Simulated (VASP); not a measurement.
# Al (Fm-3m) in VASP: single point with PBEsol

Aim: the single point of Al with PBEsol.

Everything below comes from runs of VASP 6.6.1. Logs are shortened: lines on timing, memory, paths and dates and some standing lists are left out, and cuts for length are marked.

### Step 1. The cell of the first run

It takes space group Fm-3m (No. 225, cubic). Conventional cell: a = 4.024 Å, b = 4.024 Å, c = 4.024 Å, α = 90.00°, β = 90.00°, γ = 90.00°. Within 3.7 Å of Al (site symmetry m-3m) lie 12 Al at 2.85 Å.

### Step 2. Single point, PBEsol

INCAR

```
PREC = Accurate
ENCUT = 520
EDIFF = 1E-6
ISMEAR = 1
SIGMA = 0.1
LREAL = F
LASPH = T
NELM = 60
ALGO = Normal
ISIF = 2
LWAVE = F
LCHARG = T
GGA = PS
LELF = T
LVHAR = T
NBANDS = 8
```

KPOINTS

```
regular mesh
0
Gamma
  9 9 9
```

POSCAR

```
Al
1.0
    0.0000000000      2.0118326716      2.0118326716
    2.0118326716      0.0000000000      2.0118326716
    2.0118326716      2.0118326716      0.0000000000
Al
1
Direct
    0.0000000000      0.0000000000      0.0000000000
```

Potentials or basis: VASP PAW PBE potentials, release 64 (Al).

Command:

```console
$ cat potpaw_PBE.64/Al/POTCAR > POTCAR
$ mpirun -np 1 vasp_std > vasp.out
```

OUTCAR:

```text
PREC = Accurate
   ENCUT = 520
   EDIFF = 1E-6
   ISMEAR = 1
   LREAL = F
   LASPH = T
   NELM = 60
   ISIF = 2
   GGA = PS

 ion  position               nearest neighbor table
   1  0.000  0.000  0.000-

  LATTYP: Found a face centered cubic cell.
 ALAT       =     4.0236653432

  Lattice vectors:

 A1 = (   0.0000000000,   2.0118326716,   2.0118326716)
 A2 = (   2.0118326716,   0.0000000000,   2.0118326716)
 A3 = (   2.0118326716,   2.0118326716,   0.0000000000)

Analysis of symmetry for initial positions (statically):
=====================================================================
 Subroutine PRICEL returns:
 Original cell was already a primitive cell.

 Routine SETGRP: Setting up the symmetry group for a
 face centered cubic supercell.

 Subroutine GETGRP returns: Found 48 space group operations
 (whereof 48 operations were pure point group operations)
 out of a pool of 48 trial point group operations.

The static configuration has the point symmetry O_h .

Analysis of symmetry for dynamics (positions and initial velocities):
=====================================================================
 Subroutine PRICEL returns:
 Original cell was already a primitive cell.

 Routine SETGRP: Setting up the symmetry group for a
 face centered cubic supercell.

 Subroutine GETGRP returns: Found 48 space group operations
 (whereof 48 operations were pure point group operations)
 out of a pool of 48 trial point group operations.

The dynamic configuration has the point symmetry O_h .

 Subroutine INISYM returns: Found 48 space group operations
 (whereof 48 operations are pure point group operations),
 and found     1 'primitive' translations

----------------------------------------------------------------------------------------

                                     Primitive cell

  volume of cell :      16.2857

  direct lattice vectors                    reciprocal lattice vectors
     0.000000000  2.011832672  2.011832672    -0.248529615  0.248529615  0.248529615
     2.011832672  0.000000000  2.011832672     0.248529615 -0.248529615  0.248529615
     2.011832672  2.011832672  0.000000000     0.248529615  0.248529615 -0.248529615

  length of vectors
     2.845161049  2.845161049  2.845161049     0.430465921  0.430465921  0.430465921

  position of ions in fractional coordinates (direct lattice)
     0.000000000  0.000000000  0.000000000

  ion indices of the primitive-cell ions
   primitive index   ion index
                 1           1

----------------------------------------------------------------------------------------

 KPOINTS: regular mesh

Automatic generation of k-mesh.
 Grid dimensions read from file:
 generate k-points for:    9    9    9

 Generating k-lattice:

  Cartesian coordinates                     Fractional coordinates (reciprocal lattice)
    -0.027614402  0.027614402  0.027614402     0.111111111  0.000000000  0.000000000
     0.027614402 -0.027614402  0.027614402     0.000000000  0.111111111  0.000000000
     0.027614402  0.027614402 -0.027614402     0.000000000  0.000000000  0.111111111

  Length of vectors
     0.047829547  0.047829547  0.047829547

  Shift w.r.t. Gamma in fractional coordinates (k-lattice)
     0.000000000  0.000000000  0.000000000

 Subroutine IBZKPT returns following result:
 ===========================================

 Found     35 irreducible k-points:

 Following reciprocal coordinates:
            Coordinates               Weight
  0.000000  0.000000  0.000000      1.000000
  0.111111  0.000000  0.000000      8.000000
  0.222222  0.000000  0.000000      8.000000
  0.333333  0.000000  0.000000      8.000000
  0.444444  0.000000  0.000000      8.000000
  0.111111  0.111111  0.000000      6.000000
[... 16 lines left out ...]
 -0.333333  0.333333  0.000000     12.000000
  0.444444  0.444444  0.000000      6.000000
 [... further k-points ...]
   k-points           NKPTS =     35   k-points in BZ     NKDIM =     35   number of bands    NBANDS=      8
   number of dos      NEDOS =    301   number of ions     NIONS =      1
   total plane-waves  NPLWV =  13824
   dimension x,y,z NGX =    24 NGY =   24 NGZ =   24
   dimension x,y,z NGXF=    48 NGYF=   48 NGZF=   48
   ions per type =               1
   NGX,Y,Z   is equivalent  to a cutoff of  14.02, 14.02, 14.02 a.u.
   NGXF,Y,Z  is equivalent  to a cutoff of  28.05, 28.05, 28.05 a.u.
 SYSTEM =  unknown system
   PREC   = accura    normal or accurate (medium, high low for compatibility)
   ISTART =      0    job   : 0-new  1-cont  2-samecut
   ICHARG =      2    charge: 1-file 2-atom 10-const
   ISPIN  =      1    spin polarized calculation?
   LNONCOLLINEAR =      F non collinear calculations
   LSORBIT =      F    spin-orbit coupling
   LASPH  =      T    aspherical Exc in radial PAW
   ENCUT  =  520.0 eV  38.22 Ry    6.18 a.u.   5.29  5.29  5.29*2*pi/ulx,y,z
   NELM   =     60;   NELMIN=  2; NELMDL= -5     # of ELM steps
   EDIFF  = 0.1E-05   stopping-criterion for ELM
   LREAL  =      F    real-space projection
   EDIFFG = 0.1E-04   stopping-criterion for IOM
   NSW    =      0    number of steps for IOM
   IBRION =     -1    ionic relax: 0-MD 1-quasi-New 2-CG
   NFREE  =      0    steps in history (QN), initial steepest desc. (CG)
   ISIF   =      2    stress and relaxation
   ISYM   =      2    0-nonsym 1-usesym 2-fastsym
   POTIM  = 0.5000    time-step for ionic-motion
   TEBEG  =    0.0;   TEEND  =   0.0 temperature during run
   PSTRESS=    0.0 pullay stress
   NELECT =       3.0000    total number of electrons
   NUPDOWN=      -1.0000    fix difference up-down
   EMIN   =  10.00;   EMAX   =-10.00  energy-range for DOS
   EFERMI =   0.00;   METHOD = LEGACY
   ISMEAR =     1;   SIGMA  =   0.10  broadening in eV -4-tet -1-fermi 0-gaus
   EFERMI_NEDOS =   21; number of points for ismear=-14 and -15
   IALGO  =     38    algorithm
   IMIX   =      4    mixing-type and parameters
     AMIX     =   0.40;   BMIX     =  1.00
     AMIX_MAG =   1.60;   BMIX_MAG =  1.00
  volume/ion in A,a.u.               =      16.29       109.90
  Fermi-wavevector in a.u.,A,eV,Ry     =   0.931494  1.760268 11.805518  0.867681
  Thomas-Fermi vector in A             =   2.057993
   LORBIT       =      0    0 simple, 1 ext, 2 COOP (PROOUT), +10 PAW based schemes
   GGA     = PS    functional components
   LHFCALC =     F    Hartree Fock is set to
   AEXX    =    0.0000 exact exchange contribution
   IVDW    =     0    specifies the selected vdW correction
   LEPSILON=     F    determine dielectric tensor
   LRPA    =     F    only Hartree local field effects (RPA)
 non-spin polarized calculation
 Methfessel and Paxton  Order N= 1 SIGMA  =   0.10
  energy-cutoff  :      520.00
  volume of cell :       16.29
 maximum number of plane-waves:       452
 NGX is ok and might be reduce to    24
   NGX = 11   NGY = 11   NGZ = 11

 number of electron       3.0000000 magnetization

 Free energy of the ion-electron system (eV)
  ---------------------------------------------------
  ext. energy  EPLUGINS =         0.00000000
  ---------------------------------------------------
  free energy    TOTEN  =        -4.06088893 eV

  energy without entropy =       -4.05986605  energy(sigma->0) =       -4.06054797

 E-fermi :   8.0616     XC(G=0): -10.3039

 val. band max:        7.9481164767   @ k =   0.4444   0.4444   0.0000
 cond. band min:       8.0881972722   @ k =  -0.4444   0.3333   0.1111
 fundamental gap:      0.1400807955
 Fermi energy:         8.0616397750

 k-point     1 :       0.0000    0.0000    0.0000
  band No.  band energies     occupation
      1      -3.1331      2.00000
      2      20.7553      0.00000
      3      20.7553      0.00000
      4      20.7553      0.00000
      5      22.3463      0.00000
      6      22.3463      0.00000
      7      22.3463      0.00000
      8      24.6677      0.00000

 k-point     2 :       0.1111    0.0000    0.0000
  band No.  band energies     occupation
      1      -2.7950      2.00000
      2      17.0196      0.00000
      3      19.9537      0.00000
      4      19.9537      0.00000
      5      22.9617      0.00000
      6      23.6480      0.00000
      7      23.6480      0.00000
      8      26.0901      0.00000

 k-point     3 :       0.2222    0.0000    0.0000
  band No.  band energies     occupation
      1      -1.7854      2.00000
      2      12.5957      0.00000
      3      19.1854      0.00000
      4      19.1854      0.00000
      5      22.6207      0.00000
      6      23.4498      0.00000
      7      23.4498      0.00000
      8      26.4091      0.00000

 k-point     4 :       0.3333    0.0000    0.0000
  band No.  band energies     occupation
      1      -0.1189      2.00000
      2       8.5847     -0.00000
      3      18.9331      0.00000
      4      18.9331      0.00000
      5      21.5382      0.00000
      6      21.5382      0.00000
      7      22.5298      0.00000
      8      25.5566      0.00000

 k-point     5 :       0.4444    0.0000    0.0000
  band No.  band energies     occupation
      1       2.1804      2.00000
      2       5.1026      2.00000
      3      19.2374      0.00000
      4      19.2374      0.00000
      5      20.1087      0.00000
      6      20.1087      0.00000
      7      22.9581      0.00000
      8      24.0074      0.00000
[... 177 lines left out ...]
 k-point    22 :      -0.4444    0.3333    0.0000
  band No.  band energies     occupation
      1       4.7072      2.00000
      2       7.5757      2.00000
      3       8.8679     -0.00000
      4      14.6006      0.00000
      5      16.2073      0.00000
      6      22.9693      0.00000
      7      29.2516      0.00000
      8      31.5543      0.00000

 k-point    23 :      -0.3333    0.3333    0.0000
  band No.  band energies     occupation
      1       4.7522      2.00000
      2       6.9942      2.00000
      3       8.4958     -0.00000
      4      15.4687      0.00000
      5      17.2416      0.00000
      6      26.9104      0.00000
      7      28.4620      0.00000
      8      28.4879      0.00000

 k-point    24 :       0.4444    0.4444    0.0000
  band No.  band energies     occupation
      1       3.8590      2.00000
      2       7.9481      2.06813
      3      13.4548      0.00000
      4      13.8308      0.00000
      5      13.8308      0.00000
      6      17.3675      0.00000
      7      33.1983      0.00000
      8      34.7818      0.00000

 [... further k-points ...]

------------------------ aborting loop because EDIFF is reached ----------------------------------------

  FORCE on cell =-STRESS in cart. coord.  units (eV):
  Direction    XX          YY          ZZ          XY          YZ          ZX
  --------------------------------------------------------------------------------------
  -------------------------------------------------------------------------------------
  Total        0.0000175      0.0000175      0.0000175     -0.0000000      0.0000000     -0.0000000
  in kB        0.0017253      0.0017253      0.0017253     -0.0000000      0.0000000     -0.0000000
  external PRESSURE =       0.0017253 kB  Pullay stress =       0.0000000 kB

 VOLUME and BASIS-vectors are now :
 -----------------------------------------------------------------------------
  energy-cutoff  :      520.00
  volume of cell :       16.29
      direct lattice vectors                 reciprocal lattice vectors
     0.000000000  2.011832672  2.011832672    -0.248529615  0.248529615  0.248529615
     2.011832672  0.000000000  2.011832672     0.248529615 -0.248529615  0.248529615
     2.011832672  2.011832672  0.000000000     0.248529615  0.248529615 -0.248529615

 POSITION                                       TOTAL-FORCE (eV/Angst)
 -----------------------------------------------------------------------------------
      0.00000      0.00000      0.00000         0.000000      0.000000      0.000000
 -----------------------------------------------------------------------------------
    total drift:                               -0.000000      0.000000     -0.000000

  FREE ENERGIE OF THE ION-ELECTRON SYSTEM (eV)
  ---------------------------------------------------
  free  energy   TOTEN  =        -4.0608889327 eV

  energy  without entropy=       -4.0598660536  energy(sigma->0) =       -4.06054797
```

Run time: 5.1 s. Hardware: 1 thread of Intel Xeon Platinum 8559C (Emerald Rapids), shared host; peak memory 0.12 GiB.

Results:

```
Free energy : -4.0609 eV
Pressure    : 0.0 GPa
```

Caveat: the PAW data sets were made with another functional, which shifts forces and pressure a little.
